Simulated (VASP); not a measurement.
# Tc (P6_3/mmc) in VASP: further runs, part 2 of 2

VASP 6.6.1. Earlier steps stand in the parts before.

## Step 3: Single point, LDA

This run uses another cell than the first one, of 13.09 Å³/atom, 1.023 times its volume.

Input file INCAR:

```
SYSTEM = Tc
  PREC = Accurate
  ENCUT = 520
  EDIFF = 1E-6
  ISMEAR = -1
  SIGMA = 0.1
  LREAL = .FALSE.
  LASPH = .TRUE.
  NELM = 100
  ALGO = Normal
  ISIF = 2
  LWAVE = .FALSE.
  LCHARG = .TRUE.
  LELF = .TRUE.
  LVHAR = .TRUE.
  NBANDS = 20
```

Input file KPOINTS:

```
Automatic mesh
0
G
  9 9 5
  0 0 0
```

Input file POSCAR:

```
Tc
1.0
    2.6641334546      0.0000000000      0.0000000000
   -1.3320667273      2.3072072507      0.0000000000
    0.0000000000      0.0000000000      4.2577709941
Tc
2
Direct
    0.3333333333      0.6666666667      0.2500000000
    0.6666666667      0.3333333333      0.7500000000
```

Potentials or basis: VASP PAW LDA potentials, release 64 (Tc_pv).

Command:

```sh
> cat potpaw_LDA.64/Tc_pv/POTCAR > POTCAR
> mpirun -np 1 vasp_std > vasp.out
```

It took 20 s on 1 thread of Intel Xeon Platinum 8259CL at 2.50GHz (Skylake/Cascade Lake), shared host; peak memory 0.13 GiB.

It converged, with:

```
Free energy            : -23.4012 eV
Pressure               : 20.1 GPa
Band gap on the k mesh : zero (band 13 reaches 15.29 eV, above the bottom of band 14 at 12.79 eV)
```

Stress tensor (GPa, compression positive):
```
20.14  0.00  0.00
 0.00 20.14  0.00
 0.00  0.00 20.06
```

Levels at points of the mesh, in eV from the Fermi level:
| k point | band 10 | band 11 | band 12 | band 13 | band 14 | band 15 | band 16 | band 17 |
| --- | --- | --- | --- | --- | --- | --- | --- | --- |
| (0.00, 0.00, 0.00) | -1.90 | -1.78 | -1.06 | -1.06 | -0.30 | -0.30 | 1.95 | 2.77 |

## Step 4: Single point, LDA

This run uses another cell than the first one, of 13.79 Å³/atom, 1.078 times its volume.

Input file INCAR:

```
PREC     = Accurate       # precision mode
ENCUT    = 520            # plane-wave cutoff, eV
EDIFF    = 1E-6           # SCF threshold, eV
ISMEAR   = -1             # smearing method
SIGMA    = 0.1            # smearing width, eV
LREAL    = F              # projectors in reciprocal space
LASPH    = T              # aspherical terms in the spheres
NELM     = 60             # most SCF steps
ALGO     = Normal         # electronic algorithm
ISIF     = 2              # what is computed and relaxed
LWAVE    = F              # write WAVECAR
LCHARG   = F              # write CHGCAR
NBANDS   = 20             # bands
```

Input file KPOINTS:

```
regular mesh
0
Gamma
  9 9 5
```

Input file POSCAR:

```
Tc
1.0
    2.7115943918      0.0000000000      0.0000000000
   -1.3557971959      2.3483096281      0.0000000000
    0.0000000000      0.0000000000      4.3306355666
Tc
2
Direct
    0.3333333333      0.6666666667      0.2500000000
    0.6666666667      0.3333333333      0.7500000000
```

Command:

```sh
> cat potpaw_LDA.64/Tc_pv/POTCAR > POTCAR
> mpirun -np 1 vasp_std > vasp.out
```

It took 14 s on 1 thread of Intel Xeon Platinum 8259CL at 2.50GHz (Skylake/Cascade Lake), shared host; peak memory 0.13 GiB.

It converged, with:

```yaml
Free_energy: -23.4878 eV
Pressure: 0.1 GPa
Band_gap_on_the_k_mesh: zero (band 13 reaches 14.20 eV, above the bottom of band 14 at 11.83 eV)
```

Levels at points of the mesh, in eV from the Fermi level:
```csv
k point,band 11,band 12,band 13,band 14,band 15,band 16
"(0.00, 0.00, 0.00)",-1.61,-0.96,-0.96,-0.26,-0.26,1.80
```

## Step 5: Single point, LDA

This run uses another cell than the first one, of 13.41 Å³/atom, 1.048 times its volume.

Input file INCAR:

```
SYSTEM = Tc
PREC = Accurate
ENCUT = 520
EDIFF = 1E-7
ISMEAR = -1
SIGMA = 0.1
LREAL = .False.
LASPH = .True.
NELM = 60
ALGO = Normal
ISIF = 2
LWAVE = .False.
LCHARG = .False.
NBANDS = 20
```

Input file KPOINTS:

```
regular mesh
0
Gamma
  9 9 5
  0 0 0
```

Input file POSCAR:

```
Tc
1.0
    2.6864030008      0.0000000000      0.0000000000
   -1.3432015004      2.3264932435      0.0000000000
    0.0000000000      0.0000000000      4.2921107089
Tc
2
Direct
    0.3333333333      0.6666666667      0.2500000000
    0.6666666667      0.3333333333      0.7500000000
```

Potentials or basis: VASP PAW LDA potentials, release 64 (Tc_pv).

Command:

```sh
> cat potpaw_LDA.64/Tc_pv/POTCAR > POTCAR
> mpirun -np 1 vasp_std > vasp.out
```

OUTCAR:

```text
SYSTEM = Tc
   PREC = Accurate
   ENCUT = 520
   EDIFF = 1E-7
   ISMEAR = -1
   LREAL = .False.
   LASPH = .True.
   NELM = 60
   ISIF = 2

 ion  position               nearest neighbor table
   1  0.333  0.667  0.250-   2 2.65   2 2.65   2 2.65   2 2.65   2 2.65   2 2.65
   2  0.667  0.333  0.750-   1 2.65   1 2.65   1 2.65   1 2.65   1 2.65   1 2.65

  LATTYP: Found a hexagonal cell.
 ALAT       =     2.6864030008
 C/A-ratio  =     1.5977166150

  Lattice vectors:

 A1 = (   2.6864030008,   0.0000000000,   0.0000000000)
 A2 = (  -1.3432015004,   2.3264932435,   0.0000000000)
[... 191 lines left out ...]
      5     -24.1951      2.00000
      6     -24.1519      2.00000
[... 541 lines left out ...]
     19      23.3889      0.00000
     20      28.2373      0.00000

 [... further k-points ...]
[... 5 lines left out ...]
  --------------------------------------------------------------------------------------
  -------------------------------------------------------------------------------------
  Total        1.6944628      1.6944628      1.6853008      0.0000000      0.0000000     -0.0000000
  in kB      101.2042514    101.2042514    100.6570354      0.0000000      0.0000000     -0.0000000
  external PRESSURE =     101.0218461 kB  Pullay stress =       0.0000000 kB

 VOLUME and BASIS-vectors are now :
 -----------------------------------------------------------------------------
  energy-cutoff  :      520.00
  volume of cell :       26.83
      direct lattice vectors                 reciprocal lattice vectors
     2.686403001  0.000000000  0.000000000     0.372244968  0.214915733  0.000000000
    -1.343201500  2.326493243  0.000000000     0.000000000  0.429831465  0.000000000
     0.000000000  0.000000000  4.292110709     0.000000000  0.000000000  0.232985603

 POSITION                                       TOTAL-FORCE (eV/Angst)
 -----------------------------------------------------------------------------------
     -0.00000      1.55100      1.07303        -0.000000      0.000000      0.000000
      1.34320      0.77550      3.21908         0.000000     -0.000000      0.000000
 -----------------------------------------------------------------------------------
    total drift:                                0.000000     -0.000000      0.000000

  FREE ENERGIE OF THE ION-ELECTRON SYSTEM (eV)
  ---------------------------------------------------
  free  energy   TOTEN  =       -23.4634116037 eV

  energy  without entropy=      -23.4021575229  energy(sigma->0) =      -23.43278456
```

stdout:

```text
POSCAR found type information on POSCAR Tc
 POSCAR found :  1 types and       2 ions
 scaLAPACK will be used
 LDA part: xc-table for (Slater(with rela. corr.)+CA(PZ))
 , standard interpolation
 POSCAR, INCAR and KPOINTS ok, starting setup
 FFT: planning ... GRIDC
 FFT: planning ... GRID_SOFT
 FFT: planning ... GRID
 WAVECAR not read
 entering main loop
```

Wall time 14 s (1 thread of Intel Xeon Platinum 8259CL at 2.50GHz (Skylake/Cascade Lake), shared host); peak memory 0.13 GiB.

Results:

* Free energy: -23.4634 eV
* Pressure: 10.1 GPa
* Band gap on the k mesh: zero (band 13 reaches 14.76 eV, above the bottom of band 14 at 12.33 eV)

Levels at points of the mesh, in eV from the Fermi level:
| k point | band 11 | band 12 | band 13 | band 14 | band 15 | band 16 |
| --- | --- | --- | --- | --- | --- | --- |
| (0.00, 0.00, 0.00) | -1.70 | -1.01 | -1.01 | -0.28 | -0.28 | 1.88 |

## Step 6: The runs side by side

| cell | gap on the mesh (eV) | pressure (GPa) |
| --- | --- | --- |
| a = 2.644, b = 2.644, c = 4.226 Å, angles 90.0, 90.0, 120.0°, 2 atoms | none | 30.2 |
| a = 2.664, b = 2.664, c = 4.258 Å, angles 90.0, 90.0, 120.0°, 2 atoms | none | 20.1 |
| a = 2.712, b = 2.712, c = 4.331 Å, angles 90.0, 90.0, 120.0°, 2 atoms | none | 0.1 |
| a = 2.686, b = 2.686, c = 4.292 Å, angles 90.0, 90.0, 120.0°, 2 atoms | none | 10.1 |

Alike in all rows: task single point; level LDA; potentials or basis VASP PAW LDA potentials, release 64 (Tc_pv); no spin polarisation; k mesh 9 × 9 × 5; cutoff (eV) 520; smearing fermi-dirac 0.1 eV.

Total energies depend on the potentials used, so only differences within one code and one set of settings carry meaning.
